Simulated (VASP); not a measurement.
# Cr (Im-3m) in VASP: further runs, part 2 of 2

VASP 6.6.1. Earlier steps stand in the parts before.

## (5) Single point, PBEsol, collinear spin, antiferromagnetic start

This run uses another cell than the first one, of 13.08 Å³/atom.

INCAR

```
ALGO = Normal
EDIFF = 1E-6
ENCUT = 520
GGA = PS
ISIF = 2
ISMEAR = -1
ISPIN = 2
LASPH = T
LCHARG = F
LMAXMIX = 4
LORBIT = 11
LREAL = F
LWAVE = F
MAGMOM = 3.9 -3.9
NBANDS = 23
NELM = 150
PREC = Accurate
SIGMA = 0.1
```

KPOINTS

```
k-points
0
Gamma
  10 10 10
```

POSCAR

```
Cr
1.0
    2.9688990000      0.0000000000      0.0000000000
    0.0000000000      2.9688990000      0.0000000000
    0.0000000000      0.0000000000      2.9688990000
Cr
2
Direct
    0.0000000000      0.0000000000      0.0000000000
    0.5000000000      0.5000000000      0.5000000000
```

Potentials or basis: VASP PAW PBE potentials, release 64 (Cr_pv).

On the command line:

```
cat potpaw_PBE.64/Cr_pv/POTCAR > POTCAR
mpirun -np 1 vasp_std > vasp.out
```

OUTCAR:

```text
EDIFF = 1E-6
   ENCUT = 520
   GGA = PS
   ISIF = 2
   ISMEAR = -1
   ISPIN = 2
   LASPH = T
   LORBIT = 11
   LREAL = F
   NELM = 150
   PREC = Accurate

 ion  position               nearest neighbor table
   1  0.000  0.000  0.000-   2 2.57   2 2.57   2 2.57   2 2.57   2 2.57   2 2.57   2 2.57   2 2.57

   2  0.500  0.500  0.500-   1 2.57   1 2.57   1 2.57   1 2.57   1 2.57   1 2.57   1 2.57   1 2.57

  LATTYP: Found a simple cubic cell.
 ALAT       =     2.9688990000

  Lattice vectors:

 A1 = (   2.9688990000,   0.0000000000,   0.0000000000)
 A2 = (   0.0000000000,   2.9688990000,   0.0000000000)
 A3 = (   0.0000000000,   0.0000000000,   2.9688990000)

Analysis of symmetry for initial positions (statically):
=====================================================================
 Subroutine PRICEL returns following result:

  LATTYP: Found a body centered cubic cell.
 ALAT       =     2.9688990000
[... 12 lines left out ...]
 Subroutine GETGRP returns: Found 48 space group operations
 (whereof 48 operations were pure point group operations)
 out of a pool of 48 trial point group operations.

[... 1456 lines left out ...]

 [... further k-points ...]

------------------------ aborting loop because EDIFF is reached ----------------------------------------

  FORCE on cell =-STRESS in cart. coord.  units (eV):
  Direction    XX          YY          ZZ          XY          YZ          ZX
  --------------------------------------------------------------------------------------
  -------------------------------------------------------------------------------------
  Total       -3.5935040     -3.5935040     -3.5935040      0.0000000      0.0000000     -0.0000000
  in kB     -220.0100130   -220.0100130   -220.0100130      0.0000000      0.0000000     -0.0000000
  external PRESSURE =    -220.0100130 kB  Pullay stress =       0.0000000 kB

 VOLUME and BASIS-vectors are now :
 -----------------------------------------------------------------------------
  energy-cutoff  :      520.00
  volume of cell :       26.17
      direct lattice vectors                 reciprocal lattice vectors
     2.968899000  0.000000000  0.000000000     0.336825200  0.000000000  0.000000000
     0.000000000  2.968899000  0.000000000     0.000000000  0.336825200  0.000000000
     0.000000000  0.000000000  2.968899000     0.000000000  0.000000000  0.336825200

 POSITION                                       TOTAL-FORCE (eV/Angst)
 -----------------------------------------------------------------------------------
      0.00000      0.00000      0.00000         0.000000      0.000000      0.000000
      1.48445      1.48445      1.48445        -0.000000     -0.000000     -0.000000
 -----------------------------------------------------------------------------------
    total drift:                                0.000000      0.000000     -0.000000

  FREE ENERGIE OF THE ION-ELECTRON SYSTEM (eV)
  ---------------------------------------------------
  free  energy   TOTEN  =       -20.1750572059 eV

  energy  without entropy=      -20.1541392902  energy(sigma->0) =      -20.16459825

 total charge

# of ion       s       p       d       tot
------------------------------------------
    1        0.389   6.332   4.099  10.820
    2        0.389   6.332   4.099  10.820
--------------------------------------------------
tot          0.778  12.664   8.198  21.640

 magnetization (x)

# of ion       s       p       d       tot
------------------------------------------
    1        0.017   0.013   1.658   1.688
    2       -0.017  -0.013  -1.658  -1.688
--------------------------------------------------
tot          0.000   0.000   0.000   0.000
```

OSZICAR:

```text
N       E                     dE             d eps       ncg     rms          rms(c)
DAV:   1     0.242667305946E+03    0.24267E+03   -0.13298E+04  5152   0.125E+03
DAV:   2    -0.141528087384E+02   -0.25682E+03   -0.24799E+03  5236   0.375E+02
DAV:   3    -0.220204111310E+02   -0.78676E+01   -0.78231E+01  6307   0.782E+01
DAV:   4    -0.220920011176E+02   -0.71590E-01   -0.71536E-01  5961   0.743E+00
DAV:   5    -0.220931206291E+02   -0.11195E-02   -0.11190E-02  5720   0.876E-01    0.223E+01
DAV:   6    -0.198589465192E+02    0.22342E+01   -0.89455E+00  5523   0.353E+01    0.922E+00
DAV:   7    -0.201747335822E+02   -0.31579E+00   -0.95017E-01  5425   0.836E+00    0.466E+00
DAV:   8    -0.201857271458E+02   -0.10994E-01   -0.27230E-02  5719   0.168E+00    0.906E-01
DAV:   9    -0.201754670672E+02    0.10260E-01   -0.75869E-03  5635   0.808E-01    0.422E-01
DAV:  10    -0.201750034323E+02    0.46363E-03   -0.16941E-03  5719   0.371E-01    0.859E-02
DAV:  11    -0.201750404017E+02   -0.36969E-04   -0.95774E-05  5553   0.739E-02    0.389E-02
DAV:  12    -0.201750564058E+02   -0.16004E-04   -0.12061E-04  5887   0.571E-02    0.172E-02
DAV:  13    -0.201750569661E+02   -0.56031E-06   -0.16215E-05  5843   0.183E-02    0.667E-03
DAV:  14    -0.201750572059E+02   -0.23984E-06   -0.23492E-06  3057   0.720E-03
   1 F= -.20175057E+02 E0= -.20164598E+02  d E =-.209179E-01  mag=     0.0000
```

stdout:

```text
POSCAR found type information on POSCAR Cr
 POSCAR found :  1 types and       2 ions
 scaLAPACK will be used
 -----------------------------------------------------------------------------
|                                                                             |
|                                                                             |
|     You enforced a specific xc type in the INCAR file but a different       |
|     I HOPE YOU KNOW WHAT YOU ARE DOING!                                     |
|                                                                             |
 -----------------------------------------------------------------------------

 LDA part: xc-table for (Slater+PW92), standard interpolation
 POSCAR, INCAR and KPOINTS ok, starting setup
 FFT: planning ... GRIDC
 FFT: planning ... GRID_SOFT
 FFT: planning ... GRID
 WAVECAR not read
 entering main loop
```

It took 59 s on 1 thread of Intel Xeon 8259CL, shared host; peak memory 0.18 GiB.

Results:

```
Free energy                                           : -20.1751 eV
Pressure                                              : -22.0 GPa
Band gap on the k mesh                                : zero (filled and empty bands overlap)
Net moment                                            : 0.00 μB per cell
Site moments                                          : Cr +1.69, -1.69 μB
Valence electrons inside the program's atomic spheres : Cr 10.82
```

Caveat: the cell stands under tension; an empty level that is flat over the whole mesh can mark a ghost state of the potentials, or a narrow d or f band; the PAW data sets were made with another functional, which shifts forces and pressure a little.

## (6) The runs side by side

| cell | gap on the mesh (eV) | pressure (GPa) | moment (μB) |
| --- | --- | --- | --- |
| a = 2.908 Å, 2 atoms | none | -16.7 | 0.00 |
| a = 2.929 Å, 2 atoms | none | -18.9 | 0.00 |
| a = 2.949 Å, 2 atoms | none | -20.6 | 0.00 |
| a = 2.969 Å, 2 atoms | none | -22.0 | 0.00 |

Alike in all rows: task single point; level PBEsol; potentials or basis VASP PAW PBE potentials, release 64 (Cr_pv); spin collinear, antiferromagnetic start; k mesh 10 × 10 × 10; cutoff (eV) 520; smearing fermi-dirac 0.1 eV.

Caveats: the cell stands under tension; an empty level that is flat over the whole mesh can mark a ghost state of the potentials, or a narrow d or f band; the PAW data sets were made with another functional, which shifts forces and pressure a little.

Total energies depend on the potentials used, so only differences within one code and one set of settings carry meaning.
